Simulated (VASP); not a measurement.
Set up this calculation in VASP 6.6.1, as the native input.

```yaml
Task: single point
Functional: PBE
Potentials_or_basis: VASP PAW PBE potentials, release 64 (Zr_sv, B)
Cutoff: 520 eV
k_mesh: 8 × 8 × 8
Occupations: fermi-dirac, width 0.1 eV
Spin: no spin polarisation
Dipole_correction: no
Further_INCAR_settings: ALGO = Normal; EDIFF = 1e-06; NBANDS = 14
```

The structure of ZrB lies in POSCAR:

```
ZrB
1.0
    2.9664865095      0.0000000000      0.0000000000
    0.0000000000      2.9664865095      0.0000000000
    0.0000000000      0.0000000000      2.9664865095
Zr B
1 1
Direct
    0.0000000000      0.0000000000      0.0000000000
    0.5000000000      0.5000000000      0.5000000000
```

These files were run (other wordings do the same):

INCAR

```
SYSTEM = ZrB
PREC = Accurate
ENCUT = 520
EDIFF = 1E-6
ISMEAR = -1
SIGMA = 0.1
LREAL = .FALSE.
LASPH = .TRUE.
NELM = 60
ALGO = Normal
ISIF = 2
LWAVE = .FALSE.
LCHARG = .FALSE.
GGA = PE
NBANDS = 14
```

KPOINTS

```
Automatic mesh
0
G
  8 8 8
  0 0 0
```

Potentials or basis: VASP PAW PBE potentials, release 64 (Zr_sv, B).

Command:

```bash
$ cat potpaw_PBE.64/Zr_sv/POTCAR potpaw_PBE.64/B/POTCAR > POTCAR
$ mpirun -np 1 vasp_std > vasp.out
```

It gave:

- Pressure: 10.1 GPa

Run time: 4.1 s on 1 thread of Intel(R) Xeon(R) 6975P-C (Granite Rapids) (shared host), peak memory 0.13 GiB.
